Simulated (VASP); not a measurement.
# Nd3BeCl (Pm-3m) in VASP: a series of runs, part 2 of 2

VASP 6.6.1. Earlier steps stand in the parts before.

### 3 Relaxation of cell and atoms, PBE

This run uses another cell than the first one, of 31.69 Å³/atom.

Input file INCAR:

```
SYSTEM = Nd3BeCl
PREC     = Accurate       ! precision mode
ENCUT    = 600            ! plane-wave cutoff, eV
EDIFF    = 1E-7           ! SCF threshold, eV
ISMEAR   = 0              ! smearing method
SIGMA    = 0.1            ! smearing width, eV
LREAL    = .False.        ! projectors in reciprocal space
LASPH    = .True.         ! aspherical terms in the spheres
NELM     = 200            ! most SCF steps
ALGO     = Normal         ! electronic algorithm
ISIF     = 3              ! what is computed and relaxed
LWAVE    = .False.        ! write WAVECAR
LCHARG   = .False.        ! write CHGCAR
GGA      = PE             ! functional
IBRION   = 2              ! ionic algorithm
NSW      = 100            ! ionic steps
EDIFFG   = -0.01          ! ionic threshold
GGA_COMPAT= .False.      
NELMIN   = 4            
LMAXMIX  = 6              ! l up to which the mixer works
```

Input file KPOINTS:

```
Automatic mesh
0
Gamma
  8 8 8
  0 0 0
```

Input file POSCAR:

```
Nd3BeCl
1.0
    5.4112706015      0.0000000000      0.0000000000
    0.0000000000      5.4112706015      0.0000000000
    0.0000000000      0.0000000000      5.4112706015
Nd Be Cl
3 1 1
Direct
    0.5000000000      0.0000000000      0.5000000000
    0.5000000000      0.5000000000      0.0000000000
    0.0000000000      0.5000000000      0.5000000000
    0.5000000000      0.5000000000      0.5000000000
    0.0000000000      0.0000000000      0.0000000000
```

Potentials or basis: VASP PAW PBE potentials, release 64 (Nd_3, Be, Cl), 4f in core.

Command:

```sh
$ cat potpaw_PBE.64/Nd_3/POTCAR potpaw_PBE.64/Be/POTCAR potpaw_PBE.64/Cl/POTCAR > POTCAR
$ mpirun -np 1 vasp_std > vasp.out
```

OUTCAR:

```text
SYSTEM = Nd3BeCl
   PREC = Accurate
   ENCUT = 600
   EDIFF = 1E-7
   ISMEAR = 0
   LREAL = .False.
   LASPH = .True.
   NELM = 200
   ISIF = 3
   GGA = PE
   IBRION = 2
   NSW = 100
   EDIFFG = -0.01
   NELMIN = 4

 ion  position               nearest neighbor table
   1  0.500  0.000  0.500-   4 2.71   4 2.71
   2  0.500  0.500  0.000-   4 2.71   4 2.71
   3  0.000  0.500  0.500-   4 2.71   4 2.71
   4  0.500  0.500  0.500-   1 2.71   2 2.71   3 2.71   2 2.71   1 2.71   3 2.71
   5  0.000  0.000  0.000-

  LATTYP: Found a simple cubic cell.
 ALAT       =     5.4112706015

  Lattice vectors:

 A1 = (   5.4112706015,   0.0000000000,   0.0000000000)
 A2 = (   0.0000000000,   5.4112706015,   0.0000000000)
 A3 = (   0.0000000000,   0.0000000000,   5.4112706015)

Analysis of symmetry for initial positions (statically):
=====================================================================
 Subroutine PRICEL returns:
 Original cell was already a primitive cell.

 Routine SETGRP: Setting up the symmetry group for a
 simple cubic supercell.

[... 225 lines left out ...]
 val. band max:        3.0056697045   @ k =   0.2500   0.2500   0.0000
 cond. band min:       3.0139395773   @ k =   0.3750   0.0000   0.0000
 fundamental gap:      0.0082698729
 Fermi energy:         3.0089658034

 k-point     1 :       0.0000    0.0000    0.0000
  band No.  band energies     occupation
      1     -35.3304      2.00000
      2     -35.2608      2.00000
      3     -35.2608      2.00000
      4     -16.6787      2.00000
      5     -16.6787      2.00000
      6     -16.6787      2.00000
[... 661 lines left out ...]
     24       4.1288      0.00000
     25       4.2573      0.00000

 [... further k-points ...]

------------------------ aborting loop because EDIFF is reached ----------------------------------------

  FORCE on cell =-STRESS in cart. coord.  units (eV):
  Direction    XX          YY          ZZ          XY          YZ          ZX
  --------------------------------------------------------------------------------------
  -------------------------------------------------------------------------------------
  Total        0.0447082      0.0447082      0.0447082     -0.0000000     -0.0000000      0.0000000
  in kB        0.4467819      0.4467819      0.4467819     -0.0000000     -0.0000000      0.0000000
  external PRESSURE =       0.4467819 kB  Pullay stress =       0.0000000 kB

 VOLUME and BASIS-vectors are now :
 -----------------------------------------------------------------------------
  energy-cutoff  :      600.00
  volume of cell :      160.33
      direct lattice vectors                 reciprocal lattice vectors
     5.432513971 -0.000000000 -0.000000000     0.184076839  0.000000000 -0.000000000
    -0.000000000  5.432513971 -0.000000000     0.000000000  0.184076839 -0.000000000
     0.000000000  0.000000000  5.432513971     0.000000000  0.000000000  0.184076839

 POSITION                                       TOTAL-FORCE (eV/Angst)
 -----------------------------------------------------------------------------------
      2.71626      0.00000      2.71626         0.000000      0.000000      0.000000
      2.71626      2.71626     -0.00000        -0.000000     -0.000000      0.000000
      0.00000      2.71626      2.71626         0.000000      0.000000      0.000000
      2.71626      2.71626      2.71626        -0.000000     -0.000000     -0.000000
      0.00000      0.00000      0.00000        -0.000000     -0.000000      0.000000
 -----------------------------------------------------------------------------------
    total drift:                                0.000000      0.000000     -0.000000

  FREE ENERGIE OF THE ION-ELECTRON SYSTEM (eV)
  ---------------------------------------------------
  free  energy   TOTEN  =       -19.3637671476 eV

  energy  without entropy=      -19.3333030882  energy(sigma->0) =      -19.34853512

 reached required accuracy - stopping structural energy minimisation
```

OSZICAR:

```text
N       E                     dE             d eps       ncg     rms          rms(c)
DAV:   1     0.357141552230E+03    0.35714E+03   -0.20742E+04  1750   0.166E+03
DAV:   2     0.452469860292E+01   -0.35262E+03   -0.34909E+03  2047   0.379E+02
DAV:   3    -0.217483811877E+02   -0.26273E+02   -0.25945E+02  2937   0.832E+01
[... 21 lines left out ...]
DAV:   6    -0.193636811067E+02   -0.18094E-03   -0.19185E-04  2412   0.810E-02    0.490E-02
DAV:   7    -0.193637650187E+02   -0.83912E-04   -0.28875E-04  3122   0.797E-02    0.587E-03
DAV:   8    -0.193637669461E+02   -0.19274E-05   -0.89852E-06  2379   0.153E-02    0.171E-03
DAV:   9    -0.193637674260E+02   -0.47992E-06   -0.56034E-07  2192   0.342E-03    0.908E-04
DAV:  10    -0.193637671212E+02    0.30484E-06   -0.59222E-08  1180   0.155E-03    0.639E-04
DAV:  11    -0.193637671476E+02   -0.26412E-07   -0.17539E-08  1135   0.836E-04
   2 F= -.19363767E+02 E0= -.19348535E+02  d E =-.263974E-02
```

It took 3.4 min on 1 thread of Intel Xeon 6975P-C (Granite Rapids), shared host; peak memory 0.45 GiB.

Results:

```
Free energy                           : -19.3638 eV
Relaxed volume                        : 32.07 Å³/atom
Relaxed cell                          : a = 5.433 Å, b = 5.433 Å, c = 5.433 Å, α = 90.00°, β = 90.00°, γ = 90.00°
Space group after relaxing (to 0.1 Å) : Pm-3m (No. 221)
Energy gained by relaxing             : 0.5 meV/atom
Ionic steps                           : 2
Pressure after relaxing               : 0.0 GPa
Band gap on the k mesh                : zero (bands 21 and 22 overlap by 1.43 eV)
```

Step by step:
```tsv
step	energy change (eV)	largest force (eV/Å)	pressure (GPa)	volume (Å³)
1	0.0000	0.0000	0.41	158.45
2	-0.0026	0.0000	0.04	160.33
```

Final structure:
```xyz
5
Lattice="5.4325 0.0000 0.0000 0.0000 5.4325 0.0000 0.0000 0.0000 5.4325" Properties=species:S:1:pos:R:3 pbc="T T T"
Nd    2.7163    0.0000    2.7163
Nd    2.7163    2.7163    0.0000
Nd    0.0000    2.7163    2.7163
Be    2.7163    2.7163    2.7163
Cl    0.0000    0.0000    0.0000
```

Caveat: spin-orbit coupling is left out, which moves the levels of the heavy elements; the 4f electrons are frozen in the core, so they carry no moment and show no levels; the run has no spin polarisation, though such a crystal can be magnetic. Spin polarisation is off, so any magnetic state and its effect on volume and gap are missing.
